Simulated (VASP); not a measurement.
Crystal: PbO2.

```xyz
3
Lattice="0.0000 2.6655 2.6655 2.6655 0.0000 2.6655 2.6655 2.6655 0.0000" Properties=species:S:1:pos:R:3 pbc="T T T"
Pb    0.0000    0.0000    0.0000
O     3.9982    3.9982    3.9982
O     1.3327    1.3327    1.3327
```

Base run:

| Item | Value |
| --- | --- |
| Program | VASP 6.6.1 |
| Functional | r2SCAN |
| Potentials or basis | VASP PAW PBE potentials, release 64 (Pb_d, O) |
| Cutoff | 520 eV |
| k mesh | 9 × 9 × 9 |
| Occupations | fermi-dirac, width 0.05 eV |
| Spin | no spin polarisation |

Its results: band gap on the k mesh zero (band 13 reaches 5.76 eV, above the bottom of band 14 at 4.50 eV); pressure 0.1 GPa.

Problem. The run is repeated on the same cell with these changes: functional from r2SCAN to LDA; potentials or basis from VASP PAW PBE potentials, release 64 (Pb_d, O) to VASP PAW LDA potentials, release 64 (Pb_d, O). What comes out?

Solution. Band gap on the k mesh zero (band 13 reaches 5.83 eV, above the bottom of band 14 at 4.57 eV); pressure -4.3 GPa.

Caveats: spin-orbit coupling is left out, which moves the levels of the heavy elements; the PAW data sets were made with another functional, which shifts forces and pressure a little (some runs).
